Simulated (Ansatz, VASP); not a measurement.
## InSb in VASP and in Ansatz

```
In Sb
1.0
     0.00000    3.25993    3.25993
     3.25993    0.00000    3.25993
     3.25993    3.25993    0.00000
In Sb
1 1
Direct
  0.00000 0.00000 0.00000
  0.25000 0.25000 0.25000
```

Alike in both runs: task single point; functional HF; k mesh 4 × 4 × 4; occupations gaussian, width 0.1 eV; no spin polarisation.

|  | VASP | Ansatz |
| --- | --- | --- |
| version | VASP 6.6.1 | Ansatz 0.2.0 |
| potentials or method | VASP PAW PBE potentials, release 64 (In_d, Sb), cutoff 520 eV | scalar-relativistic, plane waves, PAW |
| valence electrons in the cell | 18 | 28 |

Ansatz gave:

* gap on the k mesh at the Fermi level (eV): 5.85
* least direct gap on the mesh (eV): 5.85

Problem. Which values does VASP return?

Solution. gap on the k mesh at the Fermi level (eV): 10.16; least direct gap on the mesh (eV): 11.64.

VASP's potentials were made for PBE, not for HF. One of these differences is far larger than is usual between the two programs; its cause wasn't traced. The functional is the same, so the differences come from potentials, cutoffs and numerics. VASP's potentials hold 18 valence electrons a cell and Ansatz's 28, so a difference there can come from the potentials and not from the codes.

Neither program's run includes spin-orbit coupling.
